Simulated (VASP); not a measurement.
# InAs (F-43m) in VASP: further runs, part 2 of 3

VASP 6.6.1. Earlier steps stand in the parts before.

## (3) Single point, r2SCAN (27.65 Å³/atom)

This run uses another cell than the first one, of 27.65 Å³/atom.

Contents of POSCAR:

```
InAs
1.0
    0.0000000000      3.0237339120      3.0237339120
    3.0237339120      0.0000000000      3.0237339120
    3.0237339120      3.0237339120      0.0000000000
In As
1 1
Direct
    0.0000000000      0.0000000000      0.0000000000
    0.2500000000      0.2500000000      0.2500000000
```

Contents of INCAR.step1:

```
PREC     = Accurate       # precision mode
ENCUT    = 520            # plane-wave cutoff, eV
ISMEAR   = -1             # smearing method
SIGMA    = 0.02           # smearing width, eV
LREAL    = False          # projectors in reciprocal space
LASPH    = True           # aspherical terms in the spheres
NELM     = 60             # most SCF steps
NBANDS   = 16             # bands
GGA      = PE             # functional
ALGO     = Normal         # electronic algorithm
EDIFF    = 1E-4           # SCF threshold, eV
LWAVE    = True           # write WAVECAR
LCHARG   = False          # write CHGCAR
```

Contents of INCAR.step2:

```
PREC     = Accurate       # precision mode
ENCUT    = 520            # plane-wave cutoff, eV
EDIFF    = 1E-6           # SCF threshold, eV
ISMEAR   = -1             # smearing method
SIGMA    = 0.02           # smearing width, eV
LREAL    = False          # projectors in reciprocal space
LASPH    = True           # aspherical terms in the spheres
NELM     = 60             # most SCF steps
ALGO     = Normal         # electronic algorithm
ISIF     = 2              # what is computed and relaxed
LWAVE    = False          # write WAVECAR
LCHARG   = True           # write CHGCAR
METAGGA  = R2SCAN         # meta-GGA
LMIXTAU  = True         
LELF     = True           # ELF
LVHAR    = True         
NBANDS   = 16             # bands
ISTART   = 1
```

Contents of KPOINTS:

```
Automatic mesh
0
Gamma
  6 6 6
```

Potentials or basis: VASP PAW PBE potentials, release 64 (In_d, As).

Launch:

```bash
$ cat potpaw_PBE.64/In_d/POTCAR potpaw_PBE.64/As/POTCAR > POTCAR
$ cp INCAR.step1 INCAR
$ mpirun -np 1 vasp_std > vasp.out
$ cp INCAR.step2 INCAR
$ mpirun -np 1 vasp_std > vasp.out
```

OUTCAR:

```text
PREC = Accurate
   ENCUT = 520
   EDIFF = 1E-6
   ISMEAR = -1
   LREAL = False
   LASPH = True
   NELM = 60
   ISIF = 2
   METAGGA = R2SCAN
   ISTART = 1

 ion  position               nearest neighbor table
   1  0.000  0.000  0.000-   2 2.62   2 2.62   2 2.62   2 2.62
   2  0.250  0.250  0.250-   1 2.62   1 2.62   1 2.62   1 2.62

  LATTYP: Found a face centered cubic cell.
 ALAT       =     6.0474678240

  Lattice vectors:

 A1 = (   0.0000000000,   3.0237339120,   3.0237339120)
 A2 = (   3.0237339120,   0.0000000000,   3.0237339120)
 A3 = (   3.0237339120,   3.0237339120,   0.0000000000)

Analysis of symmetry for initial positions (statically):
=====================================================================
 Subroutine PRICEL returns:
 Original cell was already a primitive cell.

 Routine SETGRP: Setting up the symmetry group for a
 face centered cubic supercell.

 Subroutine GETGRP returns: Found 24 space group operations
 (whereof 24 operations were pure point group operations)
 out of a pool of 48 trial point group operations.

The static configuration has the point symmetry T_d .

Analysis of symmetry for dynamics (positions and initial velocities):
=====================================================================
 Subroutine PRICEL returns:
 Original cell was already a primitive cell.

 Routine SETGRP: Setting up the symmetry group for a
 face centered cubic supercell.

 Subroutine GETGRP returns: Found 24 space group operations
 (whereof 24 operations were pure point group operations)
 out of a pool of 48 trial point group operations.

The dynamic configuration has the point symmetry T_d .

 Subroutine INISYM returns: Found 24 space group operations
 (whereof 24 operations are pure point group operations),
 and found     1 'primitive' translations

----------------------------------------------------------------------------------------

                                     Primitive cell

  volume of cell :      55.2918

  direct lattice vectors                    reciprocal lattice vectors
     0.000000000  3.023733912  3.023733912    -0.165358466  0.165358466  0.165358466
     3.023733912  0.000000000  3.023733912     0.165358466 -0.165358466  0.165358466
     3.023733912  3.023733912  0.000000000     0.165358466  0.165358466 -0.165358466

  length of vectors
     4.276205507  4.276205507  4.276205507     0.286409264  0.286409264  0.286409264

  position of ions in fractional coordinates (direct lattice)
     0.000000000  0.000000000  0.000000000
     0.250000000  0.250000000  0.250000000

  ion indices of the primitive-cell ions
   primitive index   ion index
                 1           1
                 2           2

----------------------------------------------------------------------------------------

 KPOINTS: Automatic mesh

Automatic generation of k-mesh.
 Grid dimensions read from file:
 generate k-points for:    6    6    6

 Generating k-lattice:

  Cartesian coordinates                     Fractional coordinates (reciprocal lattice)
    -0.027559744  0.027559744  0.027559744     0.166666667  0.000000000  0.000000000
     0.027559744 -0.027559744  0.027559744     0.000000000  0.166666667  0.000000000
     0.027559744  0.027559744 -0.027559744     0.000000000  0.000000000  0.166666667

  Length of vectors
     0.047734877  0.047734877  0.047734877

  Shift w.r.t. Gamma in fractional coordinates (k-lattice)
     0.000000000  0.000000000  0.000000000

 Subroutine IBZKPT returns following result:
 ===========================================

 Found     16 irreducible k-points:

 Following reciprocal coordinates:
            Coordinates               Weight
  0.000000  0.000000  0.000000      1.000000
  0.166667  0.000000  0.000000      8.000000
  0.333333  0.000000  0.000000      8.000000
  0.500000  0.000000  0.000000      4.000000
  0.166667  0.166667  0.000000      6.000000
  0.333333  0.166667  0.000000     24.000000
[... 8 lines left out ...]
 -0.333333  0.333333  0.166667     24.000000
 -0.333333  0.500000  0.166667     12.000000
   k-points           NKPTS =     16   k-points in BZ     NKDIM =     16   number of bands    NBANDS=     16
   number of dos      NEDOS =    301   number of ions     NIONS =      2
   total plane-waves  NPLWV =  32768
   dimension x,y,z NGX =    32 NGY =   32 NGZ =   32
   dimension x,y,z NGXF=    64 NGYF=   64 NGZF=   64
   ions per type =               1   1
   NGX,Y,Z   is equivalent  to a cutoff of  12.44, 12.44, 12.44 a.u.
   NGXF,Y,Z  is equivalent  to a cutoff of  24.88, 24.88, 24.88 a.u.
 SYSTEM =  unknown system
   PREC   = accura    normal or accurate (medium, high low for compatibility)
   ISTART =      1    job   : 0-new  1-cont  2-samecut
   ICHARG =      0    charge: 1-file 2-atom 10-const
   ISPIN  =      1    spin polarized calculation?
   LNONCOLLINEAR =      F non collinear calculations
   LSORBIT =      F    spin-orbit coupling
   LASPH  =      T    aspherical Exc in radial PAW
   ENCUT  =  520.0 eV  38.22 Ry    6.18 a.u.   7.95  7.95  7.95*2*pi/ulx,y,z
   NELM   =     60;   NELMIN=  2; NELMDL=  0     # of ELM steps
   EDIFF  = 0.1E-05   stopping-criterion for ELM
   LREAL  =      F    real-space projection
   EDIFFG = 0.1E-04   stopping-criterion for IOM
   NSW    =      0    number of steps for IOM
   IBRION =     -1    ionic relax: 0-MD 1-quasi-New 2-CG
   NFREE  =      0    steps in history (QN), initial steepest desc. (CG)
   ISIF   =      2    stress and relaxation
   ISYM   =      2    0-nonsym 1-usesym 2-fastsym
   POTIM  = 0.5000    time-step for ionic-motion
   TEBEG  =    0.0;   TEEND  =   0.0 temperature during run
   PSTRESS=    0.0 pullay stress
   NELECT =      18.0000    total number of electrons
   NUPDOWN=      -1.0000    fix difference up-down
   EMIN   =  10.00;   EMAX   =-10.00  energy-range for DOS
   EFERMI =   0.00;   METHOD = LEGACY
   ISMEAR =    -1;   SIGMA  =   0.02  broadening in eV -4-tet -1-fermi 0-gaus
   EFERMI_NEDOS =   21; number of points for ismear=-14 and -15
   IALGO  =     38    algorithm
   IMIX   =      4    mixing-type and parameters
     AMIX     =   0.40;   BMIX     =  1.00
     AMIX_MAG =   1.60;   BMIX_MAG =  1.00
  volume/ion in A,a.u.               =      27.65       186.56
  Fermi-wavevector in a.u.,A,eV,Ry     =   1.126191  2.128193 17.256357  1.268306
  Thomas-Fermi vector in A             =   2.262872
   LORBIT       =      0    0 simple, 1 ext, 2 COOP (PROOUT), +10 PAW based schemes
   METAGGA = R2SCAN    functional components
   LHFCALC =     F    Hartree Fock is set to
   AEXX    =    0.0000 exact exchange contribution
   IVDW    =     0    specifies the selected vdW correction
   LEPSILON=     F    determine dielectric tensor
   LRPA    =     F    only Hartree local field effects (RPA)
 non-spin polarized calculation
  energy-cutoff  :      520.00
  volume of cell :       55.29
 maximum number of plane-waves:      1524
   NGX = 15   NGY = 15   NGZ = 15

 number of electron      17.9999990 magnetization

 Free energy of the ion-electron system (eV)
  ---------------------------------------------------
  ext. energy  EPLUGINS =         0.00000000
  ---------------------------------------------------
  free energy    TOTEN  =       -38.03527061 eV

  energy without entropy =      -38.03526099  energy(sigma->0) =      -38.03526580

 E-fermi :   4.4122     XC(G=0):  -9.6535

 val. band max:        4.2778709140   @ k =   0.0000   0.0000   0.0000
 cond. band min:       4.5245519121   @ k =   0.0000   0.0000   0.0000
 fundamental gap:      0.2466809981
 Fermi energy:         4.4122208836

 k-point     1 :       0.0000    0.0000    0.0000
  band No.  band energies     occupation
      1     -10.5807      2.00000
      2     -10.5807      2.00000
      3     -10.5807      2.00000
      4     -10.4331      2.00000
      5     -10.4331      2.00000
      6      -8.0203      2.00000
[... 8 lines left out ...]
     15      14.4482      0.00000
     16      14.4482      0.00000
[... 267 lines left out ...]
 k-point    16 :      -0.3333    0.5000    0.1667
  band No.  band energies     occupation
      1     -10.7619      2.00000
      2     -10.5165      2.00000
      3     -10.4976      2.00000
      4     -10.4573      2.00000
      5     -10.4185      2.00000
      6      -5.8674      2.00000
[... 8 lines left out ...]
     15      16.5372      0.00000
     16      16.8434      0.00000

------------------------ aborting loop because EDIFF is reached ----------------------------------------

  FORCE on cell =-STRESS in cart. coord.  units (eV):
  Direction    XX          YY          ZZ          XY          YZ          ZX
  --------------------------------------------------------------------------------------
  -------------------------------------------------------------------------------------
  Total        0.6396679      0.6396679      0.6396679      0.0000000     -0.0000000      0.0000000
  in kB       18.5355065     18.5355065     18.5355065      0.0000000     -0.0000000      0.0000000
  external PRESSURE =      18.5355065 kB  Pullay stress =       0.0000000 kB

 VOLUME and BASIS-vectors are now :
 -----------------------------------------------------------------------------
  energy-cutoff  :      520.00
  volume of cell :       55.29
      direct lattice vectors                 reciprocal lattice vectors
     0.000000000  3.023733912  3.023733912    -0.165358466  0.165358466  0.165358466
     3.023733912  0.000000000  3.023733912     0.165358466 -0.165358466  0.165358466
     3.023733912  3.023733912  0.000000000     0.165358466  0.165358466 -0.165358466

 POSITION                                       TOTAL-FORCE (eV/Angst)
 -----------------------------------------------------------------------------------
      0.00000      0.00000      0.00000        -0.000000     -0.000000     -0.000000
      1.51187      1.51187      1.51187         0.000000      0.000000      0.000000
 -----------------------------------------------------------------------------------
    total drift:                               -0.000003     -0.000003     -0.000004

  FREE ENERGIE OF THE ION-ELECTRON SYSTEM (eV)
  ---------------------------------------------------
  free  energy   TOTEN  =       -38.0352706135 eV

  energy  without entropy=      -38.0352609921  energy(sigma->0) =      -38.03526580
```

Run time: 94 s. Hardware: 1 thread of AMD EPYC 7R13, shared host; peak memory 0.16 GiB.

What came out:

```yaml
Free_energy: -38.0353 eV
Pressure: 1.9 GPa
Band_gap_on_the_k_mesh: 0.25 eV
```

Caveat: the PAW data sets were made with another functional, which shifts forces and pressure a little; spin-orbit coupling is left out, which moves the levels of the heavy elements.

## (4) Single point, r2SCAN

This run uses another cell than the first one, of 28.50 Å³/atom.

Contents of POSCAR:

```
InAs
1.0
    0.0000000000      3.0545904709      3.0545904709
    3.0545904709      0.0000000000      3.0545904709
    3.0545904709      3.0545904709      0.0000000000
In As
1 1
Direct
    0.0000000000      0.0000000000      0.0000000000
    0.2500000000      0.2500000000      0.2500000000
```

Contents of INCAR.step1:

```
SYSTEM = InAs
PREC = Accurate
ENCUT = 520
ISMEAR = -1
SIGMA = 0.02
LREAL = .False.
LASPH = .True.
NELM = 60
NBANDS = 16
GGA = PE
ALGO = Normal
EDIFF = 1E-4
LWAVE = .True.
LCHARG = .False.
```

Contents of INCAR.step2:

```
SYSTEM = InAs
PREC = Accurate
ENCUT = 520
EDIFF = 1E-7
ISMEAR = -1
SIGMA = 0.02
LREAL = .False.
LASPH = .True.
NELM = 60
ALGO = Normal
ISIF = 2
LWAVE = .False.
LCHARG = .True.
METAGGA = R2SCAN
LMIXTAU = .True.
LELF = .True.
LVHAR = .True.
NBANDS = 16
ISTART = 1
```

Contents of KPOINTS:

```
Automatic mesh
0
Gamma
  6 6 6
  0 0 0
```

Potentials or basis: VASP PAW PBE potentials, release 64 (In_d, As).

Launch:

```bash
$ cat potpaw_PBE.64/In_d/POTCAR potpaw_PBE.64/As/POTCAR > POTCAR
$ cp INCAR.step1 INCAR
$ mpirun -np 1 vasp_std > vasp.out
$ cp INCAR.step2 INCAR
$ mpirun -np 1 vasp_std > vasp.out
```

OUTCAR:

```text
SYSTEM = InAs
   PREC = Accurate
   ENCUT = 520
   EDIFF = 1E-7
   ISMEAR = -1
   LREAL = .False.
   LASPH = .True.
   NELM = 60
   ISIF = 2
   METAGGA = R2SCAN
   ISTART = 1

 ion  position               nearest neighbor table
   1  0.000  0.000  0.000-   2 2.65   2 2.65   2 2.65   2 2.65
   2  0.250  0.250  0.250-   1 2.65   1 2.65   1 2.65   1 2.65

  LATTYP: Found a face centered cubic cell.
 ALAT       =     6.1091809418

  Lattice vectors:

[... 478 lines left out ...]

------------------------ aborting loop because EDIFF is reached ----------------------------------------

  FORCE on cell =-STRESS in cart. coord.  units (eV):
  Direction    XX          YY          ZZ          XY          YZ          ZX
  --------------------------------------------------------------------------------------
  -------------------------------------------------------------------------------------
  Total       -0.0037764     -0.0037764     -0.0037764     -0.0000000      0.0000000      0.0000000
  in kB       -0.1061462     -0.1061462     -0.1061462     -0.0000000      0.0000000      0.0000000
  external PRESSURE =      -0.1061462 kB  Pullay stress =       0.0000000 kB

 VOLUME and BASIS-vectors are now :
 -----------------------------------------------------------------------------
  energy-cutoff  :      520.00
  volume of cell :       57.00
      direct lattice vectors                 reciprocal lattice vectors
     0.000000000  3.054590471  3.054590471    -0.163688064  0.163688064  0.163688064
     3.054590471  0.000000000  3.054590471     0.163688064 -0.163688064  0.163688064
     3.054590471  3.054590471  0.000000000     0.163688064  0.163688064 -0.163688064

 POSITION                                       TOTAL-FORCE (eV/Angst)
 -----------------------------------------------------------------------------------
      0.00000      0.00000      0.00000        -0.000000      0.000000      0.000000
      1.52730      1.52730      1.52730         0.000000     -0.000000     -0.000000
 -----------------------------------------------------------------------------------
    total drift:                               -0.000002     -0.000002     -0.000002

  FREE ENERGIE OF THE ION-ELECTRON SYSTEM (eV)
  ---------------------------------------------------
  free  energy   TOTEN  =       -38.0452444316 eV

  energy  without entropy=      -38.0450073221  energy(sigma->0) =      -38.04512588
```

Wall time 1.9 min (1 thread of AMD EPYC 7R13, shared host); peak memory 0.17 GiB.

Results:

* Free energy: -38.0452 eV
* Pressure: 0.0 GPa
* Band gap on the k mesh: 0.08 eV

Caveat: the PAW data sets were made with another functional, which shifts forces and pressure a little; spin-orbit coupling is left out, which moves the levels of the heavy elements.

(Continued in part 3 of 3.)
